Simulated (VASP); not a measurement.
# Si62P (a cell with a defect) in VASP: further runs

Runs on Si62P (a cell with a defect). Level: PBE. Tasks: single point.

Everything below comes from runs of VASP 6.6.1. Logs are shortened: lines on timing, memory, paths and dates and some standing lists are left out, and cuts for length are marked.

## Step 1: The cell of the first run

The cell holds a defect, 63 atoms: a = 10.860 Å, b = 10.860 Å, c = 10.860 Å, α = 90.00°, β = 90.00°, γ = 90.00°.

## Step 2: Single point, PBE

File INCAR:

```
PREC = Accurate
ENCUT = 520
EDIFF = 1E-6
ISMEAR = 0
SIGMA = 0.02
LREAL = Auto
LASPH = True
NELM = 60
ALGO = Normal
ISIF = 2
LWAVE = False
LCHARG = False
GGA = PE
NELECT = 254.0
NBANDS = 164
```

File KPOINTS:

```
regular mesh
0
Gamma
  1 1 1
```

File POSCAR:

```
Si62P
1.0
   10.8600000000      0.0000000000      0.0000000000
    0.0000000000     10.8600000000      0.0000000000
    0.0000000000      0.0000000000     10.8600000000
Si P
62 1
Direct
    0.4971106814      0.0003762431      0.0020870166
    0.6257057090      0.1247102210      0.1253860037
    0.7539506446      0.2458860958      0.0003689687
    0.8805964088      0.3720129834      0.1233381215
    0.7572244015      0.0024818600      0.2472377532
    0.8884959484      0.1297247698      0.3643643646
    0.2347569982      0.2530510129      0.0237993554
    0.3754549724      0.3783700737      0.1267213628
    0.5015566298      0.5027430939     -0.0011046041
    0.6295880295      0.6257078269      0.1252075506
    0.7522868324      0.7547305709      0.0006051565
    0.8834496317      0.8767760589      0.1217918969
    0.2339929098     -0.0071953039      0.2335552486
    0.3611993554      0.1200554328      0.3616110497
    0.4968045120      0.2474001842      0.2490398711
    0.6232827808      0.3710608656      0.3749023020
    0.7495252302      0.4939545120      0.2485521179
    0.8706325967      0.6238398711      0.3732716390
    0.4934241252      0.0047717311      0.4936903315
    0.6215770718      0.1249836096      0.6220265193
    0.7544229282      0.2496524862      0.4969950276
    0.8767124309      0.3726772560      0.6271406077
    0.7478922652     -0.0001211786      0.7481674954
    0.8785307551      0.1159204420      0.8790566298
   -0.0025558932      0.5039032228     -0.0021067219
    0.1258422652      0.6239025783      0.1261400552
    0.2511100368      0.7472751381      0.0008068140
    0.3760860037      0.8698128913      0.1269450276
    0.0235783610      0.2540741252      0.2357948435
    0.1262727440      0.3792000000      0.3766720994
    0.2534191529      0.5045719153      0.2538277164
    0.3775293738      0.6305897790      0.3777334254
    0.5072949355      0.7517583794      0.2520989871
    0.6289430939      0.8798134438      0.3756179558
    0.0019151013      0.0005572744      0.4972631676
    0.1250768877      0.1245895028      0.6261965009
    0.2485588398      0.2474006446      0.4972727440
    0.3745187845      0.3708978821      0.6238027624
    0.4996155617      0.4994834254      0.5000955801
    0.6249378453      0.6242141805      0.6250655617
    0.7497203499      0.7509989871      0.5008177716
    0.8755908840      0.8763384899      0.6240769797
    0.2474836096      0.0021302947      0.7570601289
    0.3641113260      0.1294480663      0.8886425414
    0.4969045120      0.2497972376      0.7549935543
    0.6269289134      0.3728789134      0.8773061694
    0.7497888582      0.4990066298      0.7500285451
    0.8722828729      0.6291337937      0.8725301105
    0.0004423573      0.7476647330      0.2508889503
    0.1265897790      0.8703163904      0.3757036832
   -0.0018266114      0.5033914365      0.5024480663
    0.1247289134      0.6260621547      0.6303026703
    0.2513627993      0.7517058932      0.5069848066
    0.3753907919      0.8792116022      0.6286671271
   -0.0002185083      0.2457269797      0.7542414365
    0.1225817680      0.3717269797      0.8810861878
    0.2480023941      0.4937290055      0.7499024862
    0.3730442910      0.6233209945      0.8708877532
    0.5004871087      0.7506213628      0.7498289134
    0.6236418969      0.8761674033      0.8755803867
    0.0005616022      0.7551588398      0.7530817680
    0.1223228361      0.8767879374      0.8838932781
    0.0137940147      0.0064251381      0.0138311234
```

Potentials or basis: VASP PAW PBE potentials, release 64 (Si, P).

Command:

```sh
cat potpaw_PBE.64/Si/POTCAR potpaw_PBE.64/P/POTCAR > POTCAR
mpirun -np 1 vasp_gam > vasp.out
```

OUTCAR:

```text
PREC = Accurate
   ENCUT = 520
   EDIFF = 1E-6
   ISMEAR = 0
   LREAL = Auto
   LASPH = True
   NELM = 60
   ISIF = 2
   GGA = PE
   NELECT = 254.0

 ion  position               nearest neighbor table
   1  0.497  0.000  0.002-   2 2.36  44 2.36  28 2.36  60 2.37
   2  0.626  0.125  0.125-   3 2.35  15 2.35   5 2.36   1 2.36
   3  0.754  0.246  0.000-   2 2.35   4 2.36  24 2.36  46 2.36
   4  0.881  0.372  0.123-  25 2.35  29 2.35   3 2.36  17 2.37
   5  0.757  0.002  0.247-   2 2.36   6 2.36  12 2.37  34 2.38
   6  0.888  0.130  0.364-   5 2.36  35 2.36  21 2.43  29 2.43
   7  0.235  0.253  0.024-   8 2.33  56 2.36  44 2.44
   8  0.375  0.378  0.127-   7 2.33  15 2.35  31 2.35   9 2.37
   9  0.502  0.503  0.999-  46 2.36  58 2.37  10 2.37   8 2.37
  10  0.630  0.626  0.125-  33 2.35  17 2.35  11 2.36   9 2.37
  11  0.752  0.755  0.001-  48 2.34  12 2.35  60 2.35  10 2.36
  12  0.883  0.877  0.122-  63 2.32  11 2.35  49 2.35   5 2.37
  13  0.234  0.993  0.234-  28 2.35  50 2.35  14 2.40
  14  0.361  0.120  0.362-  15 2.36  37 2.36  19 2.38  13 2.40
  15  0.497  0.247  0.249-   8 2.35   2 2.35  16 2.36  14 2.36
  16  0.623  0.371  0.375-  21 2.35  17 2.35  15 2.36  39 2.37
  17  0.750  0.494  0.249-  10 2.35  16 2.35  18 2.36   4 2.37
[... 43 lines left out ...]
  61  0.001  0.755  0.753-  48 2.34  62 2.35  42 2.35  52 2.36
  62  0.122  0.877  0.884-  63 2.32  61 2.35  27 2.36  43 2.37
  63  0.014  0.006  0.014-  12 2.32  62 2.32  24 2.39

  LATTYP: Found a simple cubic cell.
 ALAT       =    10.8600000000

  Lattice vectors:

 A1 = (  10.8600000000,   0.0000000000,   0.0000000000)
 A2 = (   0.0000000000,  10.8600000000,   0.0000000000)
 A3 = (   0.0000000000,   0.0000000000,  10.8600000000)

Analysis of symmetry for initial positions (statically):
=====================================================================
 Subroutine PRICEL returns:
 Original cell was already a primitive cell.

 Routine SETGRP: Setting up the symmetry group for a
 simple cubic supercell.

 Subroutine GETGRP returns: Found  1 space group operations
 (whereof  1 operations were pure point group operations)
 out of a pool of 48 trial point group operations.

The static configuration has the point symmetry C_1 .

Analysis of symmetry for dynamics (positions and initial velocities):
=====================================================================
 Subroutine PRICEL returns:
 Original cell was already a primitive cell.

 Routine SETGRP: Setting up the symmetry group for a
[... 209 lines left out ...]
   NFREE  =      0    steps in history (QN), initial steepest desc. (CG)
   ISIF   =      2    stress and relaxation
   ISYM   =      2    0-nonsym 1-usesym 2-fastsym
   POTIM  = 0.5000    time-step for ionic-motion
   TEBEG  =    0.0;   TEEND  =   0.0 temperature during run
   PSTRESS=    0.0 pullay stress
   NELECT =     254.0000    total number of electrons
   NUPDOWN=      -1.0000    fix difference up-down
   EMIN   =  10.00;   EMAX   =-10.00  energy-range for DOS
   EFERMI =   0.00;   METHOD = LEGACY
   ISMEAR =     0;   SIGMA  =   0.02  broadening in eV -4-tet -1-fermi 0-gaus
   EFERMI_NEDOS =   21; number of points for ismear=-14 and -15
   IALGO  =     38    algorithm
   IMIX   =      4    mixing-type and parameters
     AMIX     =   0.40;   BMIX     =  1.00
     AMIX_MAG =   1.60;   BMIX_MAG =  1.00
  volume/ion in A,a.u.               =      20.33       137.20
  Fermi-wavevector in a.u.,A,eV,Ry     =   0.954677  1.804077 12.400449  0.911407
  Thomas-Fermi vector in A             =   2.083445
   LORBIT       =      0    0 simple, 1 ext, 2 COOP (PROOUT), +10 PAW based schemes
   GGA     = PE    functional components
   LHFCALC =     F    Hartree Fock is set to
   AEXX    =    0.0000 exact exchange contribution
   IVDW    =     0    specifies the selected vdW correction
   LEPSILON=     F    determine dielectric tensor
   LRPA    =     F    only Hartree local field effects (RPA)
 non-spin polarized calculation
 Gauss-broadening in eV      SIGMA  =   0.02
  energy-cutoff  :      520.00
  volume of cell :     1280.82
 maximum number of plane-waves:     17229
 NGX is ok and might be reduce to    84
   NGX = 41   NGY = 41   NGZ = 41

 number of electron     253.9999999 magnetization

 Free energy of the ion-electron system (eV)
  ---------------------------------------------------
  ext. energy  EPLUGINS =         0.00000000
  ---------------------------------------------------
  free energy    TOTEN  =      -326.43866552 eV

  energy without entropy =     -326.43866533  energy(sigma->0) =     -326.43866543

 E-fermi :   6.2638     XC(G=0):  -9.3587

 val. band max:        6.1954592293   @ k =   0.0000   0.0000   0.0000
 cond. band min:       6.3321637114   @ k =   0.0000   0.0000   0.0000
 fundamental gap:      0.1367044821
 Fermi energy:         6.2638114288

 k-point     1 :       0.0000    0.0000    0.0000
  band No.  band energies     occupation
      1      -6.3005      2.00000
      2      -5.6829      2.00000
      3      -5.1575      2.00000
      4      -5.1413      2.00000
      5      -5.1240      2.00000
      6      -5.1093      2.00000
[... 131 lines left out ...]
    138       6.8750      0.00000
    139       6.9467      0.00000
 [bands above 139 left out]

------------------------ aborting loop because EDIFF is reached ----------------------------------------

  FORCE on cell =-STRESS in cart. coord.  units (eV):
  Direction    XX          YY          ZZ          XY          YZ          ZX
  --------------------------------------------------------------------------------------
  -------------------------------------------------------------------------------------
  Total       16.4134679     27.7522041     16.3245084      0.9395723      1.3271663      7.4872841
  in kB       20.5315367     34.7151134     20.4202577      1.1753069      1.6601467      9.3658116
  external PRESSURE =      25.2223026 kB  Pullay stress =       0.0000000 kB

 VOLUME and BASIS-vectors are now :
 -----------------------------------------------------------------------------
  energy-cutoff  :      520.00
  volume of cell :     1280.82
      direct lattice vectors                 reciprocal lattice vectors
    10.860000000  0.000000000  0.000000000     0.092081031  0.000000000  0.000000000
     0.000000000 10.860000000  0.000000000     0.000000000  0.092081031  0.000000000
     0.000000000  0.000000000 10.860000000     0.000000000  0.000000000  0.092081031

 POSITION                                       TOTAL-FORCE (eV/Angst)
 -----------------------------------------------------------------------------------
      5.39862      0.00409      0.02267        -0.022843      0.005134      0.010628
      6.79516      1.35435      1.36169        -0.004323     -0.007548      0.014557
      8.18790      2.67032      0.00401        -0.004029      0.008750      0.039567
      9.56328      4.04006      1.33945         0.032255      0.003126      0.007241
      8.22346      0.02695      2.68500         0.003278      0.004600      0.010158
      9.64907      1.40881      3.95700         0.035584      0.006488     -0.032668
[... 55 lines left out ...]
      1.32843      9.52192      9.59908        -0.058600     -0.017637     -0.075968
      0.14980      0.06978      0.15021        -0.370163      0.024308     -0.356614
 -----------------------------------------------------------------------------------
    total drift:                               -0.018307      0.002049     -0.003449

  FREE ENERGIE OF THE ION-ELECTRON SYSTEM (eV)
  ---------------------------------------------------
  free  energy   TOTEN  =      -326.4386655234 eV

  energy  without entropy=     -326.4386653325  energy(sigma->0) =     -326.43866543
```

Wall time 3.8 min (1 thread of Intel Xeon 6975P-C (Granite Rapids), shared host); peak memory 1.1 GiB.

What came out:

```yaml
Free_energy: -326.4387 eV
Largest_force: 0.515 eV/Å
```

Forces in eV/Å, atoms in the order of the input:
```
Si  -0.023  0.005  0.011
Si  -0.004 -0.008  0.015
Si  -0.004  0.009  0.040
Si   0.032  0.003  0.007
Si   0.003  0.005  0.010
Si   0.036  0.006 -0.033
Si  -0.077  0.002  0.107
Si  -0.004  0.004  0.021
Si  -0.015 -0.006  0.011
Si  -0.002 -0.048  0.020
Si  -0.055 -0.049  0.002
Si  -0.076 -0.023 -0.043
Si   0.107  0.084  0.113
Si   0.083  0.019  0.083
Si   0.015  0.012  0.013
Si   0.016  0.003  0.012
Si   0.030 -0.014  0.013
Si   0.021  0.025 -0.013
Si   0.045 -0.010  0.046
Si   0.041 -0.010  0.037
Si   0.017 -0.010 -0.004
Si  -0.002 -0.008 -0.006
Si   0.026 -0.049  0.026
Si   0.006  0.030  0.000
Si  -0.014  0.021 -0.014
Si   0.001  0.001 -0.001
Si  -0.032  0.038  0.016
Si  -0.011  0.016  0.035
Si   0.107 -0.012 -0.087
Si   0.024 -0.007 -0.018
Si   0.018  0.027  0.015
Si   0.004  0.029  0.005
Si   0.010 -0.003 -0.021
Si   0.004 -0.010 -0.004
Si   0.010  0.004 -0.020
Si   0.016 -0.006 -0.005
Si   0.015  0.012  0.015
Si   0.013  0.004  0.014
Si  -0.001  0.005 -0.001
Si   0.004 -0.009  0.006
Si  -0.003 -0.007 -0.004
Si   0.016 -0.016 -0.024
Si   0.001  0.009  0.010
Si  -0.032  0.009  0.036
Si  -0.008 -0.013  0.016
Si  -0.007 -0.010 -0.004
Si  -0.002 -0.012  0.000
Si  -0.016  0.007 -0.016
Si   0.015  0.032 -0.023
Si   0.036  0.012 -0.008
Si   0.017 -0.015 -0.024
Si   0.025 -0.053 -0.009
Si  -0.018  0.000  0.016
Si  -0.006 -0.005  0.013
Si   0.042  0.011 -0.005
Si   0.013  0.008  0.028
Si   0.014 -0.011  0.030
Si  -0.014  0.033  0.023
Si  -0.002 -0.002 -0.002
Si  -0.024 -0.013  0.016
Si   0.000 -0.055 -0.062
Si  -0.059 -0.018 -0.076
P   -0.370  0.024 -0.357
```

Caveat: the k points lie up to 0.58 Å⁻¹ apart; the cell carries a net charge on a neutralising background, which shifts energy and pressure; the cell is charged against a uniform background, so pressure and absolute levels hang on convention.

(Part 1 of 2 ends here.)
